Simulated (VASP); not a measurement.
Te, 2 atoms in the cell. Symmetry: P6/mmm, No. 191, hexagonal system. The conventional cell has a = 3.878 Å, b = 3.878 Å, c = 5.922 Å, α = 90.00°, β = 90.00°, γ = 120.00°. Within 3.3 Å of Te (site symmetry 6mm) lie 1 Te at 2.49 Å. 

| Quantity | Value |
| --- | --- |
| Program | VASP 6.6.1 |
| Task | relaxation of cell and atoms |
| Functional | PBE |
| Potentials or basis | VASP PAW PBE potentials, release 64 (Te) |
| Cutoff | 600 eV |
| k mesh | 6 × 6 × 4 |
| Occupations | gaussian, width 0.1 eV |
| Spin | no spin polarisation |
| Dipole correction | no |
| Further INCAR settings | ALGO = Normal; EDIFF = 1e-06; IBRION = 2; EDIFFG = -0.04; NSW = 90; ISIF = 3 |

Potentials or basis: VASP PAW PBE potentials, release 64 (Te).

Command:

```sh
$ cat potpaw_PBE.64/Te/POTCAR > POTCAR
$ mpirun -np 1 vasp_std > vasp.out
```

Hardware: 1 thread of Intel(R) Xeon(R) 6975P-C (Granite Rapids), on a shared host.

**Question.** Estimate the wall time of this run.

**Answer.** Wall time 2.5 min on 1 thread of Intel(R) Xeon(R) 6975P-C (Granite Rapids), with other jobs on the host, peak memory 0.23 GiB. Counts: scf iterations 221, k points 21, ion steps 36.
